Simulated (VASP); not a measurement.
# Si (a cell with a defect) in VASP: further runs

The runs below take Si (a cell with a defect) through single point, with LDA.

Everything below comes from runs of VASP 6.6.1. Logs are shortened: lines on timing, memory, paths and dates and some standing lists are left out, and cuts for length are marked.

**1. The cell of the first run**

The cell holds a defect, 31 atoms: a = 9.356 Å, b = 9.356 Å, c = 9.356 Å, α = 109.47°, β = 109.47°, γ = 109.47°.

**2. Single point, LDA**

Contents of INCAR:

```
SYSTEM = Si
PREC = Accurate
ENCUT = 520
EDIFF = 1E-6
ISMEAR = 0
SIGMA = 0.02
LREAL = Auto
LASPH = .True.
NELM = 100
ALGO = Normal
ISIF = 2
LWAVE = .False.
LCHARG = .True.
GGA = CA
LELF = .True.
LVHAR = .True.
NELECT = 122.0
NBANDS = 83
```

Contents of KPOINTS:

```
Automatic mesh
0
Gamma
  2 2 2
  0.5 0.5 0.5
```

Contents of POSCAR:

```
Si
1.0
   -5.4019422754     -5.4019422754      5.4019422754
    5.4019422754     -5.4019422754     -5.4019422754
    5.4019422754      5.4019422754      5.4019422754
Si
31
Direct
    0.2500000000      0.7500000000      0.7546534539
    0.0001925158      0.7500000000     -0.0013888893
    0.4998074842      0.4984185950      0.7498074842
    0.2500000000      0.5001925158     -0.0013888893
   -0.0046534539      0.4953465461      0.2453465461
    0.7486111107      0.7500000000      0.2501925158
    0.5046534539      0.7500000000      0.5000000000
   -0.0015814050     -0.0001925158      0.7498074842
    0.7513888893      0.2513888893      0.7515814050
    0.5015814050      0.2513888893      0.0013888893
    0.2500000000      0.2486111107      0.2501925158
    0.0001925158      0.2486111107      0.5000000000
    0.7486111107      0.5001925158      0.5000000000
    0.7513888893      0.0015814050      0.0013888893
    0.4998074842     -0.0001925158      0.2484185950
    0.2500000000      0.0046534539      0.5000000000
   -0.0026980939      0.7500000000      0.7453536477
    0.4953536477      0.4973019061      0.5000000000
    0.2500000000      0.4973019061      0.7453536477
    0.0046463523      0.5046463523      0.0019482583
    0.7500000000      0.7500000000      0.0000000000
    0.4953536477      0.7500000000      0.2473019061
   -0.0026980939     -0.0046463523      0.5000000000
    0.7500000000      0.2500000000      0.5000000000
    0.5026980939      0.2480517417      0.7526980939
    0.2500000000      0.2500000000      0.0000000000
    0.0046463523      0.2519482583      0.2546463523
    0.7519482583      0.5046463523      0.2546463523
    0.7480517417      0.0026980939      0.7526980939
    0.5026980939      0.0026980939     -0.0019482583
    0.2500000000     -0.0046463523      0.2473019061
```

Potentials or basis: VASP PAW LDA potentials, release 64 (Si).

Launch:

```sh
$ cat potpaw_LDA.64/Si/POTCAR > POTCAR
$ mpirun -np 1 vasp_std > vasp.out
```

OUTCAR:

```text
SYSTEM = Si
   PREC = Accurate
   ENCUT = 520
   EDIFF = 1E-6
   ISMEAR = 0
   LREAL = Auto
   LASPH = .True.
   NELM = 100
   ISIF = 2
   GGA = CA
   NELECT = 122.0

 ion  position               nearest neighbor table
   1  0.250  0.750  0.755-  17 2.34  19 2.34  30 2.34
   2  0.000  0.750  0.999-  20 2.32  31 2.32  21 2.35  17 2.36
   3  0.500  0.498  0.750-  18 2.32  19 2.32  21 2.35  25 2.36
   4  0.250  0.500  0.999-  20 2.32  22 2.32  26 2.35  19 2.36
   5  0.995  0.495  0.245-  27 2.34  28 2.34  20 2.34
   6  0.749  0.750  0.250-  28 2.32  23 2.32  21 2.35  22 2.36
   7  0.505  0.750  0.500-  18 2.34  22 2.34  29 2.34
   8  0.998  1.000  0.750-  17 2.32  23 2.32  26 2.35  29 2.36
   9  0.751  0.251  0.752-  25 2.32  29 2.32  24 2.35  20 2.36
  10  0.502  0.251  0.001-  25 2.32  30 2.32  26 2.35  28 2.36
  11  0.250  0.249  0.250-  27 2.32  18 2.32  26 2.35  31 2.36
  12  0.000  0.249  0.500-  27 2.32  19 2.32  24 2.35  23 2.36
  13  0.749  0.500  0.500-  28 2.32  17 2.32  24 2.35  18 2.36
  14  0.751  0.002  0.001-  29 2.32  30 2.32  21 2.35  27 2.36
  15  0.500  1.000  0.248-  22 2.32  31 2.32  24 2.35  30 2.36
  16  0.250  0.005  0.500-  23 2.34  31 2.34  25 2.34
  17  0.997  0.750  0.745-   8 2.32  13 2.32   1 2.34   2 2.36
  18  0.495  0.497  0.500-   3 2.32  11 2.32   7 2.34  13 2.36
  19  0.250  0.497  0.745-   3 2.32  12 2.32   1 2.34   4 2.36
  20  0.005  0.505  0.002-   2 2.32   4 2.32   5 2.34   9 2.36
  21  0.750  0.750  0.000-  14 2.35   3 2.35   6 2.35   2 2.35
  22  0.495  0.750  0.247-  15 2.32   4 2.32   7 2.34   6 2.36
  23  0.997  0.995  0.500-   8 2.32   6 2.32  16 2.34  12 2.36
  24  0.750  0.250  0.500-   9 2.35  15 2.35  13 2.35  12 2.35
  25  0.503  0.248  0.753-   9 2.32  10 2.32  16 2.34   3 2.36
  26  0.250  0.250  0.000-  10 2.35   8 2.35   4 2.35  11 2.35
  27  0.005  0.252  0.255-  11 2.32  12 2.32   5 2.34  14 2.36
  28  0.752  0.505  0.255-   6 2.32  13 2.32   5 2.34  10 2.36
  29  0.748  0.003  0.753-   9 2.32  14 2.32   7 2.34   8 2.36
  30  0.503  0.003  0.998-  10 2.32  14 2.32   1 2.34  15 2.36
  31  0.250  0.995  0.247-  15 2.32   2 2.32  16 2.34  11 2.36

  LATTYP: Found a body centered cubic cell.
 ALAT       =    10.8038845508

  Lattice vectors:

 A1 = (  -5.4019422754,  -5.4019422754,   5.4019422754)
 A2 = (   5.4019422754,  -5.4019422754,  -5.4019422754)
 A3 = (   5.4019422754,   5.4019422754,   5.4019422754)

Analysis of symmetry for initial positions (statically):
=====================================================================
 Subroutine PRICEL returns:
 Original cell was already a primitive cell.

 Routine SETGRP: Setting up the symmetry group for a
 body centered cubic supercell.

 Subroutine GETGRP returns: Found 24 space group operations
 (whereof  4 operations were pure point group operations)
 out of a pool of 48 trial point group operations.

The static configuration has the point symmetry S_4 .
 The point group associated with its full space group is T_d .

Analysis of symmetry for dynamics (positions and initial velocities):
=====================================================================
 Subroutine PRICEL returns:
 Original cell was already a primitive cell.

 Routine SETGRP: Setting up the symmetry group for a
 body centered cubic supercell.

 Subroutine GETGRP returns: Found 24 space group operations
 (whereof  4 operations were pure point group operations)
 out of a pool of 48 trial point group operations.

The dynamic configuration has the point symmetry S_4 .
 The point group associated with its full space group is T_d .

 Subroutine INISYM returns: Found 24 space group operations
 (whereof  4 operations are pure point group operations),
 and found     1 'primitive' translations

----------------------------------------------------------------------------------------

                                     Primitive cell

  volume of cell :     630.5359

  direct lattice vectors                    reciprocal lattice vectors
    -5.401942275 -5.401942275  5.401942275     0.000000000 -0.092559301  0.092559301
     5.401942275 -5.401942275 -5.401942275     0.092559301 -0.092559301  0.000000000
     5.401942275  5.401942275  5.401942275     0.092559301  0.000000000  0.092559301

  length of vectors
     9.356438481  9.356438481  9.356438481     0.130898619  0.130898619  0.130898619

  position of ions in fractional coordinates (direct lattice)
     0.250000000  0.750000000  0.754653454
     0.000192516  0.750000000  0.998611111
     0.499807484  0.498418595  0.749807484
     0.250000000  0.500192516  0.998611111
     0.995346546  0.495346546  0.245346546
     0.748611111  0.750000000  0.250192516
[... 23 lines left out ...]
     0.502698094  0.002698094  0.998051742
     0.250000000  0.995353648  0.247301906

  ion indices of the primitive-cell ions
   primitive index   ion index
                 1           1
                 2           2
                 3           3
                 4           4
                 5           5
                 6           6
[... 23 lines left out ...]
                30          30
                31          31

----------------------------------------------------------------------------------------

 KPOINTS: Automatic mesh

Automatic generation of k-mesh.
 Grid dimensions read from file:
 generate k-points for:    2    2    2

 Generating k-lattice:

  Cartesian coordinates                     Fractional coordinates (reciprocal lattice)
     0.000000000 -0.046279650  0.046279650     0.500000000  0.000000000  0.000000000
     0.046279650 -0.046279650  0.000000000     0.000000000  0.500000000  0.000000000
     0.046279650  0.000000000  0.046279650     0.000000000  0.000000000  0.500000000

  Length of vectors
     0.065449309  0.065449309  0.065449309

  Shift w.r.t. Gamma in fractional coordinates (k-lattice)
     0.500000000  0.500000000  0.500000000

 Subroutine IBZKPT returns following result:
 ===========================================

 Found      2 irreducible k-points:

 Following reciprocal coordinates:
            Coordinates               Weight
  0.250000  0.250000  0.250000      2.000000
 -0.250000  0.250000  0.250000      6.000000
   k-points           NKPTS =      2   k-points in BZ     NKDIM =      2   number of bands    NBANDS=     83
   number of dos      NEDOS =    301   number of ions     NIONS =     31
   total plane-waves  NPLWV = 343000
   dimension x,y,z NGX =    70 NGY =   70 NGZ =   70
   dimension x,y,z NGXF=   140 NGYF=  140 NGZF=  140
   ions per type =              31
   NGX,Y,Z   is equivalent  to a cutoff of  12.44, 12.44, 12.44 a.u.
   NGXF,Y,Z  is equivalent  to a cutoff of  24.88, 24.88, 24.88 a.u.
 SYSTEM =  Si
   PREC   = accura    normal or accurate (medium, high low for compatibility)
   ISTART =      0    job   : 0-new  1-cont  2-samecut
   ICHARG =      2    charge: 1-file 2-atom 10-const
   ISPIN  =      1    spin polarized calculation?
   LNONCOLLINEAR =      F non collinear calculations
   LSORBIT =      F    spin-orbit coupling
   LASPH  =      T    aspherical Exc in radial PAW
   ENCUT  =  520.0 eV  38.22 Ry    6.18 a.u.  17.40 17.40 17.40*2*pi/ulx,y,z
   NELM   =    100;   NELMIN=  2; NELMDL= -5     # of ELM steps
   EDIFF  = 0.1E-05   stopping-criterion for ELM
   LREAL  =      T    real-space projection
   EDIFFG = 0.1E-04   stopping-criterion for IOM
   NSW    =      0    number of steps for IOM
   IBRION =     -1    ionic relax: 0-MD 1-quasi-New 2-CG
   NFREE  =      0    steps in history (QN), initial steepest desc. (CG)
   ISIF   =      2    stress and relaxation
   ISYM   =      2    0-nonsym 1-usesym 2-fastsym
   POTIM  = 0.5000    time-step for ionic-motion
   TEBEG  =    0.0;   TEEND  =   0.0 temperature during run
   PSTRESS=    0.0 pullay stress
   NELECT =     122.0000    total number of electrons
   NUPDOWN=      -1.0000    fix difference up-down
   EMIN   =  10.00;   EMAX   =-10.00  energy-range for DOS
   EFERMI =   0.00;   METHOD = LEGACY
   ISMEAR =     0;   SIGMA  =   0.02  broadening in eV -4-tet -1-fermi 0-gaus
   EFERMI_NEDOS =   21; number of points for ismear=-14 and -15
   IALGO  =     38    algorithm
   IMIX   =      4    mixing-type and parameters
     AMIX     =   0.40;   BMIX     =  1.00
     AMIX_MAG =   1.60;   BMIX_MAG =  1.00
  volume/ion in A,a.u.               =      20.34       137.26
  Fermi-wavevector in a.u.,A,eV,Ry     =   0.946873  1.789330 12.198542  0.896568
  Thomas-Fermi vector in A             =   2.074912
   LORBIT       =      0    0 simple, 1 ext, 2 COOP (PROOUT), +10 PAW based schemes
   GGA     = CA    functional components
   LHFCALC =     F    Hartree Fock is set to
   AEXX    =    0.0000 exact exchange contribution
   IVDW    =     0    specifies the selected vdW correction
   LEPSILON=     F    determine dielectric tensor
   LRPA    =     F    only Hartree local field effects (RPA)
 non-spin polarized calculation
 Gauss-broadening in eV      SIGMA  =   0.02
  energy-cutoff  :      520.00
  volume of cell :      630.54
 maximum number of plane-waves:     17028
 NGX is ok and might be reduce to    70
   NGX = 35   NGY = 35   NGZ = 35

 number of electron     121.9999996 magnetization

 Free energy of the ion-electron system (eV)
  ---------------------------------------------------
  ext. energy  EPLUGINS =         0.00000000
  ---------------------------------------------------
  free energy    TOTEN  =      -192.01171222 eV

  energy without entropy =     -192.01171222  energy(sigma->0) =     -192.01171222

 E-fermi :   4.9588     XC(G=0):  -9.4876

 val. band max:        4.8642263670   @ k =   0.2500   0.2500   0.2500
 cond. band min:       5.5103222770   @ k =  -0.2500   0.2500   0.2500
 fundamental gap:      0.6460959100
 Fermi energy:         4.9587655449

 k-point     1 :       0.2500    0.2500    0.2500
  band No.  band energies     occupation
      1      -5.5975      2.00000
      2      -5.5975      2.00000
      3      -5.5975      2.00000
      4      -5.3326      2.00000
      5      -3.6642      2.00000
      6      -3.6642      2.00000
[... 65 lines left out ...]
     72       7.3174      0.00000
     73       7.3174      0.00000

 k-point     2 :      -0.2500    0.2500    0.2500
  band No.  band energies     occupation
      1      -6.0686      2.00000
      2      -5.0804      2.00000
      3      -5.0804      2.00000
      4      -5.0406      2.00000
      5      -4.8169      2.00000
      6      -4.2374      2.00000
[... 65 lines left out ...]
     72       7.9614      0.00000
     73       7.9614      0.00000
 [bands above 73 left out]

------------------------ aborting loop because EDIFF is reached ----------------------------------------

  FORCE on cell =-STRESS in cart. coord.  units (eV):
  Direction    XX          YY          ZZ          XY          YZ          ZX
  --------------------------------------------------------------------------------------
  -------------------------------------------------------------------------------------
  Total      -22.0450414    -22.0450414    -22.0450414      0.0000000     -0.0000000      0.0000000
  in kB      -56.0159484    -56.0159484    -56.0159484      0.0000000     -0.0000000      0.0000000
  external PRESSURE =     -56.0159484 kB  Pullay stress =       0.0000000 kB

 VOLUME and BASIS-vectors are now :
 -----------------------------------------------------------------------------
  energy-cutoff  :      520.00
  volume of cell :      630.54
      direct lattice vectors                 reciprocal lattice vectors
    -5.401942275 -5.401942275  5.401942275     0.000000000 -0.092559301  0.092559301
     5.401942275 -5.401942275 -5.401942275     0.092559301 -0.092559301  0.000000000
     5.401942275  5.401942275  5.401942275     0.092559301  0.000000000  0.092559301

 POSITION                                       TOTAL-FORCE (eV/Angst)
 -----------------------------------------------------------------------------------
      6.77757     -1.32535      1.37562         0.014252      0.014252      0.014252
      9.44486      1.34194      1.34402         0.004346      0.004346     -0.012558
      4.04291     -1.34194      4.05792         0.004346     -0.004346      0.012558
      6.74597      1.34194      4.04291        -0.012558      0.004346      0.004346
     -1.37562     -6.72729      4.02632        -0.014252      0.014252     -0.014252
      1.35903     -6.74389      1.34402        -0.004346     -0.004346     -0.012558
[... 23 lines left out ...]
      2.69045      2.66130      8.09239        -0.008360      0.010720     -0.008360
      5.36227     -5.39142     -2.69045         0.010720      0.008360      0.008360
 -----------------------------------------------------------------------------------
    total drift:                               -0.000000     -0.000000      0.000001

  FREE ENERGIE OF THE ION-ELECTRON SYSTEM (eV)
  ---------------------------------------------------
  free  energy   TOTEN  =      -192.0117122174 eV

  energy  without entropy=     -192.0117122174  energy(sigma->0) =     -192.01171222
```

Run time: 94 s. Hardware: 1 thread of AMD EPYC 9R45 (Zen 5), shared host; peak memory 0.46 GiB.

What came out:

```yaml
Free_energy: -192.0117 eV
Largest_force: 0.025 eV/Å
```

Forces in eV/Å, atoms in the order of the input:
```
Si   0.014  0.014  0.014
Si   0.004  0.004 -0.013
Si   0.004 -0.004  0.013
Si  -0.013  0.004  0.004
Si  -0.014  0.014 -0.014
Si  -0.004 -0.004 -0.013
Si  -0.014 -0.014  0.014
Si   0.013 -0.004  0.004
Si  -0.004 -0.013 -0.004
Si   0.013  0.004 -0.004
Si  -0.013 -0.004 -0.004
Si   0.004  0.013 -0.004
Si  -0.004  0.013  0.004
Si  -0.004  0.004  0.013
Si   0.004 -0.013  0.004
Si   0.014 -0.014 -0.014
Si  -0.008 -0.008  0.011
Si   0.008 -0.011 -0.008
Si   0.011 -0.008 -0.008
Si   0.008  0.011  0.008
Si   0.000  0.000  0.000
Si   0.008  0.008  0.011
Si  -0.008 -0.011  0.008
Si   0.000  0.000  0.000
Si  -0.008  0.008 -0.011
Si   0.000  0.000  0.000
Si   0.008 -0.008 -0.011
Si  -0.011 -0.008  0.008
Si  -0.011  0.008 -0.008
Si  -0.008  0.011 -0.008
Si   0.011  0.008  0.008
```

Levels at points of the mesh, in eV from the Fermi level:
```csv
k point,band 57,band 58,band 59,band 60,band 61,band 62,band 63,band 64,band 65,band 66
"(0.25, 0.25, 0.25)",-0.12,-0.12,-0.09,-0.09,-0.09,1.08,1.08,1.08,2.12,2.12
```

Caveat: the cell carries a net charge on a neutralising background, which shifts energy and pressure; the cell is charged against a uniform background, so pressure and absolute levels hang on convention.

(Continued in part 2 of 2.)
